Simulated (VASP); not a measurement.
# NiGe in VASP: notebook

NiGe is run at these levels: r2SCAN; tasks: single point.

Everything below comes from runs of VASP 6.6.1. Logs are shortened: lines on timing, memory, paths and dates and some standing lists are left out, and cuts for length are marked.

**1. The cell of the first run**

The typed cell holds 2 atoms: a = 2.936 Å, b = 2.936 Å, c = 2.927 Å, α = 90.00°, β = 90.00°, γ = 90.00°.

**2. Single point, r2SCAN**

Contents of POSCAR:

```
NiGe
1.0
    2.9362126311      0.0000000000      0.0000000000
    0.0000000000      2.9362126311      0.0000000000
    0.0000000000      0.0000000000      2.9273287732
Ni Ge
1 1
Direct
    0.5000000000      0.5000000000      0.5000000000
    0.0000000000      0.0000000000      0.0000000000
```

Contents of INCAR.step1:

```
PREC     = Accurate       # precision mode
ENCUT    = 520            # plane-wave cutoff, eV
ISMEAR   = 0              # smearing method
SIGMA    = 0.1            # smearing width, eV
LREAL    = F              # projectors in reciprocal space
LASPH    = T              # aspherical terms in the spheres
NELM     = 60             # most SCF steps
NBANDS   = 19             # bands
GGA      = PE             # functional
ALGO     = Normal         # electronic algorithm
EDIFF    = 1E-4           # SCF threshold, eV
LWAVE    = T              # write WAVECAR
LCHARG   = F              # write CHGCAR
```

Contents of INCAR.step2:

```
PREC     = Accurate       # precision mode
ENCUT    = 520            # plane-wave cutoff, eV
EDIFF    = 1E-7           # SCF threshold, eV
ISMEAR   = 0              # smearing method
SIGMA    = 0.1            # smearing width, eV
LREAL    = F              # projectors in reciprocal space
LASPH    = T              # aspherical terms in the spheres
NELM     = 60             # most SCF steps
ALGO     = Normal         # electronic algorithm
ISIF     = 2              # what is computed and relaxed
LWAVE    = F              # write WAVECAR
LCHARG   = F              # write CHGCAR
METAGGA  = R2SCAN         # meta-GGA
LMIXTAU  = T            
NBANDS   = 19             # bands
ISTART   = 1
```

Contents of KPOINTS:

```
Automatic mesh
0
Gamma
  6 6 6
```

Potentials or basis: VASP PAW PBE potentials, release 64 (Ni, Ge_d).

Run with:

```bash
> cat potpaw_PBE.64/Ni/POTCAR potpaw_PBE.64/Ge_d/POTCAR > POTCAR
> cp INCAR.step1 INCAR
> mpirun -np 1 vasp_std > vasp.out
> cp INCAR.step2 INCAR
> mpirun -np 1 vasp_std > vasp.out
```

OUTCAR:

```text
PREC = Accurate
   ENCUT = 520
   EDIFF = 1E-7
   ISMEAR = 0
   LREAL = F
   LASPH = T
   NELM = 60
   ISIF = 2
   METAGGA = R2SCAN
   ISTART = 1

 ion  position               nearest neighbor table
   1  0.500  0.500  0.500-   2 2.54   2 2.54   2 2.54   2 2.54   2 2.54   2 2.54   2 2.54   2 2.54

   2  0.000  0.000  0.000-   1 2.54   1 2.54   1 2.54   1 2.54   1 2.54   1 2.54   1 2.54   1 2.54

  LATTYP: Found a simple tetragonal cell.
 ALAT       =     2.9362126311
 C/A-ratio  =     0.9969743820

  Lattice vectors:

 A1 = (   2.9362126311,   0.0000000000,   0.0000000000)
 A2 = (   0.0000000000,   2.9362126311,   0.0000000000)
 A3 = (   0.0000000000,   0.0000000000,   2.9273287732)

Analysis of symmetry for initial positions (statically):
=====================================================================
 Subroutine PRICEL returns:
 Original cell was already a primitive cell.

 Routine SETGRP: Setting up the symmetry group for a
 simple tetragonal supercell.

 Subroutine GETGRP returns: Found 16 space group operations
 (whereof 16 operations were pure point group operations)
 out of a pool of 16 trial point group operations.

The static configuration has the point symmetry D_4h.

Analysis of symmetry for dynamics (positions and initial velocities):
=====================================================================
 Subroutine PRICEL returns:
 Original cell was already a primitive cell.

 Routine SETGRP: Setting up the symmetry group for a
 simple tetragonal supercell.

 Subroutine GETGRP returns: Found 16 space group operations
 (whereof 16 operations were pure point group operations)
 out of a pool of 16 trial point group operations.

The dynamic configuration has the point symmetry D_4h.

 Subroutine INISYM returns: Found 16 space group operations
 (whereof 16 operations are pure point group operations),
 and found     1 'primitive' translations

----------------------------------------------------------------------------------------

                                     Primitive cell

  volume of cell :      25.2375

  direct lattice vectors                    reciprocal lattice vectors
     2.936212631  0.000000000  0.000000000     0.340574790  0.000000000  0.000000000
     0.000000000  2.936212631  0.000000000     0.000000000  0.340574790  0.000000000
     0.000000000  0.000000000  2.927328773     0.000000000  0.000000000  0.341608366

  length of vectors
     2.936212631  2.936212631  2.927328773     0.340574790  0.340574790  0.341608366

  position of ions in fractional coordinates (direct lattice)
     0.500000000  0.500000000  0.500000000
     0.000000000  0.000000000  0.000000000

  ion indices of the primitive-cell ions
   primitive index   ion index
                 1           1
                 2           2

----------------------------------------------------------------------------------------

 KPOINTS: Automatic mesh

Automatic generation of k-mesh.
 Grid dimensions read from file:
 generate k-points for:    6    6    6

 Generating k-lattice:

  Cartesian coordinates                     Fractional coordinates (reciprocal lattice)
     0.056762465  0.000000000  0.000000000     0.166666667  0.000000000  0.000000000
     0.000000000  0.056762465  0.000000000     0.000000000  0.166666667  0.000000000
     0.000000000  0.000000000  0.056934728     0.000000000  0.000000000  0.166666667

  Length of vectors
     0.056762465  0.056762465  0.056934728

  Shift w.r.t. Gamma in fractional coordinates (k-lattice)
     0.000000000  0.000000000  0.000000000

 Subroutine IBZKPT returns following result:
 ===========================================

 Found     40 irreducible k-points:

 Following reciprocal coordinates:
            Coordinates               Weight
  0.000000  0.000000  0.000000      1.000000
  0.166667  0.000000  0.000000      4.000000
  0.333333  0.000000  0.000000      4.000000
  0.500000  0.000000  0.000000      2.000000
  0.166667  0.166667  0.000000      4.000000
  0.333333  0.166667  0.000000      8.000000
[... 16 lines left out ...]
  0.333333  0.000000  0.333333      8.000000
  0.500000  0.000000  0.333333      4.000000
 [... further k-points ...]
   k-points           NKPTS =     40   k-points in BZ     NKDIM =     40   number of bands    NBANDS=     19
   number of dos      NEDOS =    301   number of ions     NIONS =      2
   total plane-waves  NPLWV =  13824
   dimension x,y,z NGX =    24 NGY =   24 NGZ =   24
   dimension x,y,z NGXF=    48 NGYF=   48 NGZF=   48
   ions per type =               1   1
   NGX,Y,Z   is equivalent  to a cutoff of  13.59, 13.59, 13.63 a.u.
   NGXF,Y,Z  is equivalent  to a cutoff of  27.18, 27.18, 27.26 a.u.
 SYSTEM =  unknown system
   PREC   = accura    normal or accurate (medium, high low for compatibility)
   ISTART =      1    job   : 0-new  1-cont  2-samecut
   ICHARG =      0    charge: 1-file 2-atom 10-const
   ISPIN  =      1    spin polarized calculation?
   LNONCOLLINEAR =      F non collinear calculations
   LSORBIT =      F    spin-orbit coupling
   LASPH  =      T    aspherical Exc in radial PAW
   ENCUT  =  520.0 eV  38.22 Ry    6.18 a.u.   5.46  5.46  5.44*2*pi/ulx,y,z
   NELM   =     60;   NELMIN=  2; NELMDL=  0     # of ELM steps
   EDIFF  = 0.1E-06   stopping-criterion for ELM
   LREAL  =      F    real-space projection
   EDIFFG = 0.1E-05   stopping-criterion for IOM
   NSW    =      0    number of steps for IOM
   IBRION =     -1    ionic relax: 0-MD 1-quasi-New 2-CG
   NFREE  =      0    steps in history (QN), initial steepest desc. (CG)
   ISIF   =      2    stress and relaxation
   ISYM   =      2    0-nonsym 1-usesym 2-fastsym
   POTIM  = 0.5000    time-step for ionic-motion
   TEBEG  =    0.0;   TEEND  =   0.0 temperature during run
   PSTRESS=    0.0 pullay stress
   NELECT =      24.0000    total number of electrons
   NUPDOWN=      -1.0000    fix difference up-down
   EMIN   =  10.00;   EMAX   =-10.00  energy-range for DOS
   EFERMI =   0.00;   METHOD = LEGACY
   ISMEAR =     0;   SIGMA  =   0.10  broadening in eV -4-tet -1-fermi 0-gaus
   EFERMI_NEDOS =   21; number of points for ismear=-14 and -15
   IALGO  =     38    algorithm
   IMIX   =      4    mixing-type and parameters
     AMIX     =   0.40;   BMIX     =  1.00
     AMIX_MAG =   1.60;   BMIX_MAG =  1.00
  volume/ion in A,a.u.               =      12.62        85.16
  Fermi-wavevector in a.u.,A,eV,Ry     =   1.609891  3.042252 35.262876  2.591748
  Thomas-Fermi vector in A             =   2.705528
   LORBIT       =      0    0 simple, 1 ext, 2 COOP (PROOUT), +10 PAW based schemes
   METAGGA = R2SCAN    functional components
   LHFCALC =     F    Hartree Fock is set to
   AEXX    =    0.0000 exact exchange contribution
   IVDW    =     0    specifies the selected vdW correction
   LEPSILON=     F    determine dielectric tensor
   LRPA    =     F    only Hartree local field effects (RPA)
 non-spin polarized calculation
 Gauss-broadening in eV      SIGMA  =   0.10
  energy-cutoff  :      520.00
  volume of cell :       25.24
 maximum number of plane-waves:       695
 NGX is ok and might be reduce to    24
   NGX = 11   NGY = 11   NGZ = 11

 number of electron      24.0000014 magnetization

 Free energy of the ion-electron system (eV)
  ---------------------------------------------------
  ext. energy  EPLUGINS =         0.00000000
  ---------------------------------------------------
  free energy    TOTEN  =       -25.77819122 eV

  energy without entropy =      -25.77683654  energy(sigma->0) =      -25.77751388

 E-fermi :  10.0684     XC(G=0): -14.2649

 val. band max:        9.8902422172   @ k =   0.5000   0.0000   0.5000
 cond. band min:      10.1418693867   @ k =   0.1667   0.0000   0.0000
 fundamental gap:      0.2516271695
 Fermi energy:        10.0684153023

 k-point     1 :       0.0000    0.0000    0.0000
  band No.  band energies     occupation
      1     -15.8664      2.00000
      2     -15.8640      2.00000
      3     -15.7437      2.00000
      4     -15.7436      2.00000
      5     -15.7436      2.00000
      6      -4.5167      2.00000
[... 11 lines left out ...]
     18      32.2452      0.00000
     19      32.2560      0.00000

 k-point     2 :       0.1667    0.0000    0.0000
  band No.  band energies     occupation
      1     -15.8634      2.00000
      2     -15.8362      2.00000
      3     -15.7529      2.00000
      4     -15.7527      2.00000
      5     -15.7423      2.00000
      6      -4.0157      2.00000
[... 11 lines left out ...]
     18      27.7424      0.00000
     19      27.8437      0.00000

 k-point     3 :       0.3333    0.0000    0.0000
  band No.  band energies     occupation
      1     -15.8583      2.00000
      2     -15.7796      2.00000
      3     -15.7711      2.00000
      4     -15.7709      2.00000
      5     -15.7397      2.00000
      6      -2.5721      2.00000
[... 11 lines left out ...]
     18      23.4236      0.00000
     19      25.2549      0.00000

 k-point     4 :       0.5000    0.0000    0.0000
  band No.  band energies     occupation
      1     -15.8558      2.00000
      2     -15.7802      2.00000
      3     -15.7800      2.00000
      4     -15.7514      2.00000
      5     -15.7384      2.00000
      6      -1.0496      2.00000
[... 11 lines left out ...]
     18      20.9356      0.00000
     19      23.1655      0.00000

 k-point     5 :       0.1667    0.1667    0.0000
  band No.  band energies     occupation
      1     -15.8491      2.00000
      2     -15.8195      2.00000
      3     -15.7635      2.00000
      4     -15.7526      2.00000
      5     -15.7509      2.00000
      6      -3.5233      2.00000
[... 11 lines left out ...]
     18      23.5655      0.00000
     19      27.4625      0.00000
[... 334 lines left out ...]
      2     -15.7792      2.00000
      3     -15.7719      2.00000
      4     -15.7719      2.00000
      5     -15.7397      2.00000
      6      -2.5564      2.00000
[... 11 lines left out ...]
     18      23.3571      0.00000
     19      25.2400      0.00000

 k-point    22 :       0.1667    0.0000    0.3333
  band No.  band energies     occupation
      1     -15.8376      2.00000
      2     -15.7856      2.00000
      3     -15.7716      2.00000
      4     -15.7668      2.00000
      5     -15.7498      2.00000
      6      -2.0967      2.00000
[... 11 lines left out ...]
     18      24.0400      0.00000
     19      25.6184      0.00000

 k-point    23 :       0.3333    0.0000    0.3333
  band No.  band energies     occupation
      1     -15.8161      2.00000
      2     -15.8120      2.00000
      3     -15.7713      2.00000
      4     -15.7695      2.00000
      5     -15.7269      2.00000
      6      -0.8072      2.00000
[... 11 lines left out ...]
     18      25.0825      0.00000
     19      27.2049      0.00000

 k-point    24 :       0.5000    0.0000    0.3333
  band No.  band energies     occupation
      1     -15.8263      2.00000
      2     -15.8094      2.00000
      3     -15.7800      2.00000
      4     -15.7705      2.00000
      5     -15.7019      2.00000
      6       0.3992      2.00000
[... 11 lines left out ...]
     18      23.9033      0.00000
     19      27.6125      0.00000

 [... further k-points ...]

------------------------ aborting loop because EDIFF is reached ----------------------------------------

  FORCE on cell =-STRESS in cart. coord.  units (eV):
  Direction    XX          YY          ZZ          XY          YZ          ZX
  --------------------------------------------------------------------------------------
  -------------------------------------------------------------------------------------
  Total       -0.0031948     -0.0031948     -0.0069915      0.0000000      0.0000000      0.0000000
  in kB       -0.2028157     -0.2028157     -0.4438450      0.0000000      0.0000000      0.0000000
  external PRESSURE =      -0.2831588 kB  Pullay stress =       0.0000000 kB

 VOLUME and BASIS-vectors are now :
 -----------------------------------------------------------------------------
  energy-cutoff  :      520.00
  volume of cell :       25.24
      direct lattice vectors                 reciprocal lattice vectors
     2.936212631  0.000000000  0.000000000     0.340574790  0.000000000  0.000000000
     0.000000000  2.936212631  0.000000000     0.000000000  0.340574790  0.000000000
     0.000000000  0.000000000  2.927328773     0.000000000  0.000000000  0.341608366

 POSITION                                       TOTAL-FORCE (eV/Angst)
 -----------------------------------------------------------------------------------
      1.46811      1.46811      1.46366         0.000000      0.000000      0.000000
      0.00000      0.00000      0.00000         0.000000      0.000000      0.000000
 -----------------------------------------------------------------------------------
    total drift:                                0.000000      0.000000     -0.000000

  FREE ENERGIE OF THE ION-ELECTRON SYSTEM (eV)
  ---------------------------------------------------
  free  energy   TOTEN  =       -25.7781912205 eV

  energy  without entropy=      -25.7768365418  energy(sigma->0) =      -25.77751388
```

Wall time 27 s (1 thread of Intel Xeon 6975P-C (Granite Rapids), shared host); peak memory 0.15 GiB.

What came out:

| Quantity | Value |
| --- | --- |
| Free energy | -25.7782 eV |
| Pressure | 0.0 GPa |
| Band gap on the k mesh | zero (band 12 reaches 12.68 eV, above the bottom of band 13 at 9.53 eV) |

Caveat: the PAW data sets were made with another functional, which shifts forces and pressure a little.

**3. Single point, r2SCAN**

This run uses another cell than the first one, of 12.64 Å³/atom, 1.002 times its volume.

Contents of POSCAR:

```
NiGe
1.0
    2.9352640564      0.0000000000      0.0000000000
    0.0000000000      2.9352640564      0.0000000000
    0.0000000000      0.0000000000      2.9352640564
Ni Ge
1 1
Direct
    0.5000000000      0.5000000000      0.5000000000
    0.0000000000      0.0000000000      0.0000000000
```

Contents of INCAR.step1:

```
PREC     = Accurate       # precision mode
ENCUT    = 520            # plane-wave cutoff, eV
ISMEAR   = 0              # smearing method
SIGMA    = 0.1            # smearing width, eV
LREAL    = False          # projectors in reciprocal space
LASPH    = True           # aspherical terms in the spheres
NELM     = 60             # most SCF steps
NBANDS   = 19             # bands
GGA      = PE             # functional
ALGO     = Normal         # electronic algorithm
EDIFF    = 1E-4           # SCF threshold, eV
LWAVE    = True           # write WAVECAR
LCHARG   = False          # write CHGCAR
```

Contents of INCAR.step2:

```
PREC     = Accurate       # precision mode
ENCUT    = 520            # plane-wave cutoff, eV
EDIFF    = 1E-6           # SCF threshold, eV
ISMEAR   = 0              # smearing method
SIGMA    = 0.1            # smearing width, eV
LREAL    = False          # projectors in reciprocal space
LASPH    = True           # aspherical terms in the spheres
NELM     = 60             # most SCF steps
ALGO     = Normal         # electronic algorithm
ISIF     = 2              # what is computed and relaxed
LWAVE    = False          # write WAVECAR
LCHARG   = False          # write CHGCAR
METAGGA  = R2SCAN         # meta-GGA
LMIXTAU  = True         
NBANDS   = 19             # bands
ISTART   = 1
```

Contents of KPOINTS:

```
Automatic mesh
0
Gamma
  18 18 18
```

Potentials or basis: VASP PAW PBE potentials, release 64 (Ni, Ge_d).

Run with:

```bash
> cat potpaw_PBE.64/Ni/POTCAR potpaw_PBE.64/Ge_d/POTCAR > POTCAR
> cp INCAR.step1 INCAR
> mpirun -np 1 vasp_std > vasp.out
> cp INCAR.step2 INCAR
> mpirun -np 1 vasp_std > vasp.out
```

Run time: 94 s. Hardware: 1 thread of Intel Xeon 6975P-C (Granite Rapids), shared host; peak memory 0.23 GiB.

The run converged. Its results:

```
Free energy            : -25.7809 eV
Pressure               : 0.0 GPa
Band gap on the k mesh : zero (band 12 reaches 12.68 eV, above the bottom of band 13 at 9.18 eV)
```

Levels at points of the mesh, in eV from the Fermi level:
| k point | band 10 | band 11 | band 12 | band 13 | band 14 | band 15 |
| --- | --- | --- | --- | --- | --- | --- |
| (0.00, 0.00, 0.00) | -1.77 | -1.77 | 2.69 | 2.69 | 2.69 | 8.79 |
| (0.50, 0.00, 0.00) | -2.74 | -1.73 | -1.14 | 7.27 | 7.27 | 9.61 |
| (0.50, 0.50, 0.00) | -2.24 | -2.24 | -1.35 | -0.10 | 1.39 | 7.87 |
| (0.50, 0.50, 0.50) | -1.33 | -1.33 | 2.27 | 2.27 | 2.27 | 2.42 |

Caveat: the PAW data sets were made with another functional, which shifts forces and pressure a little. Spin polarisation is off, so any magnetic state and its effect on volume and gap are missing.
